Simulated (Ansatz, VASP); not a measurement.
Two plane-wave programs on Ge

INCAR

```
PREC = Accurate
ENCUT = 500
EDIFF = 1E-6
ISMEAR = 0
SIGMA = 0.01
LREAL = False
LASPH = True
NELM = 120
ALGO = Normal
ISIF = 2
LWAVE = False
LCHARG = True
GGA = PE
LELF = True
LVHAR = True
NBANDS = 21
GGA_COMPAT = False
```

Contents of KPOINTS:

```
regular mesh
0
Gamma
  6 6 6
```

POSCAR

```
Ge
1.0
    0.0000000000      2.8051365231      2.8051365231
    2.8051365231      0.0000000000      2.8051365231
    2.8051365231      2.8051365231      0.0000000000
Ge
2
Direct
    0.0000000000      0.0000000000      0.0000000000
    0.2500000000      0.2500000000      0.2500000000
```

Input for Ansatz:

```yaml
crystal:
  lattice:
    - [0.0, 2.805136523090235, 2.805136523090235]
    - [2.805136523090235, 0.0, 2.805136523090235]
    - [2.805136523090235, 2.805136523090235, 0.0]
  atoms:
    - { symbol: Ge, position: [0.0, 0.0, 0.0] }
    - { symbol: Ge, position: [0.25, 0.25, 0.25] }
basis:
  ecutwfc: 500.0
kpoints:
  mp_grid:
    grid: [6, 6, 6]
hamiltonian:
  xc: pbe
scf:
  occupations:
    method: fixed
output:
  stress: true
```

Alike in both runs: task single point; functional PBE; k mesh 6 × 6 × 6; no spin polarisation.

|  | VASP | Ansatz |
| --- | --- | --- |
| version | VASP 6.6.1 | Ansatz 0.2.0 |
| potentials or method | VASP PAW PBE potentials, release 64 (Ge_d), cutoff 500 eV | plane waves, PAW |
| occupations | gaussian, width 0.01 eV | fixed |
| valence electrons in the cell | 28 | 28 |

Ansatz gave:

```
pressure (GPa) : 5.5
```

Problem. Estimate VASP's values.

Solution. Pressure (GPa): 5.4.
